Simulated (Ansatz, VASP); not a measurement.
# HgTe: VASP beside Ansatz

```
Hg Te
1.0
     0.00000    3.38752    3.38752
     3.38752    0.00000    3.38752
     3.38752    3.38752    0.00000
Hg Te
1 1
Direct
  0.00000 0.00000 0.00000
  0.25000 0.25000 0.25000
```

Alike in both runs: task single point; functional revPBE; k mesh 6 × 6 × 6; occupations gaussian, width 0.05 eV; no spin polarisation.

|  | VASP | Ansatz |
| --- | --- | --- |
| version | VASP 6.6.1 | Ansatz 0.2.0 |
| potentials or method | VASP PAW PBE potentials, release 64 (Hg, Te), cutoff 520 eV | scalar-relativistic, plane waves, PAW |
| valence electrons in the cell | 18 | 36 |

Ansatz gave:

* gap on the k mesh at the Fermi level (eV): none
* pressure (GPa): -0.6

Q: Which values does VASP return?

A: gap on the k mesh at the Fermi level (eV): none; pressure (GPa): -0.5.

VASP's potentials were made for PBE, not for revPBE. A gap of «none» marks a metal or a gap that the smearing closes. The functional is the same, so the differences come from potentials, cutoffs and numerics. VASP's potentials hold 18 valence electrons a cell and Ansatz's 36, so a difference there can come from the potentials and not from the codes.

Neither program's run includes spin-orbit coupling.
